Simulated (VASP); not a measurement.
Set up this calculation in VASP 6.6.1, as the native input.

```yaml
Task: relaxation of cell and atoms
Functional: PBE
Potentials_or_basis: VASP PAW PBE potentials, release 64 (Ni)
Cutoff: 600 eV
k_mesh: 10 × 10 × 6
Occupations: gaussian, width 0.05 eV
Spin: collinear spin, ferromagnetic start
Starting_moments: "[0.8, 0.8] μB"
Dipole_correction: no
Further_INCAR_settings: ALGO = Normal; EDIFF = 1e-07; IBRION = 2; EDIFFG = -0.03; NSW = 80; ISIF = 3
```

The structure of Ni lies in POSCAR:

```
Ni
1.0
    2.4888467156      0.0000000000      0.0000000000
   -1.2444233578      2.1554044818      0.0000000000
    0.0000000000      0.0000000000      4.0651163022
Ni
2
Direct
    0.3333333333      0.6666666667      0.7500000000
    0.6666666667      0.3333333333      0.2500000000
```

These files were run (other wordings do the same):

INCAR

```
SYSTEM = Ni
ALGO     = Normal         ! electronic algorithm
EDIFF    = 1E-7           ! SCF threshold, eV
EDIFFG   = -0.03          ! ionic threshold
ENCUT    = 600            ! plane-wave cutoff, eV
GGA      = PE             ! functional
IBRION   = 2              ! ionic algorithm
ISIF     = 3              ! what is computed and relaxed
ISMEAR   = 0              ! smearing method
ISPIN    = 2              ! spin polarisation
LASPH    = .True.         ! aspherical terms in the spheres
LCHARG   = .False.        ! write CHGCAR
LMAXMIX  = 4              ! l up to which the mixer works
LORBIT   = 11             ! projections on sites
LREAL    = .False.        ! projectors in reciprocal space
LWAVE    = .False.        ! write WAVECAR
MAGMOM   = 0.8 0.8        ! initial moments
NELM     = 150            ! most SCF steps
NSW      = 80             ! ionic steps
PREC     = Accurate       ! precision mode
SIGMA    = 0.05           ! smearing width, eV
```

KPOINTS

```
k-points
0
Gamma
  10 10 6
  0 0 0
```

Potentials or basis: VASP PAW PBE potentials, release 64 (Ni).

Run with:

```console
$ cat potpaw_PBE.64/Ni/POTCAR > POTCAR
$ mpirun -np 1 vasp_std > vasp.out
```

It gave:

| Item | Value |
| --- | --- |
| Relaxed volume | 10.94 Å³/atom |
| Relaxed cell | a = 2.489 Å, b = 2.489 Å, c = 4.078 Å, α = 90.00°, β = 90.00°, γ = 120.00° |
| Space group after relaxing (to 0.05 Å) | P6_3/mmc (No. 194) |
| Energy gained by relaxing | 0.1 meV/atom |
| Ionic steps | 2 |
| Pressure after relaxing | -0.3 GPa |
| Net moment | 1.35 μB per cell |
| Site moments | Ni +0.69 μB |
| Valence electrons inside the program's atomic spheres | Ni 9.30 |

Wall time 2.3 min on 1 thread of Intel Xeon 8259CL, on a shared host, peak memory 0.17 GiB.
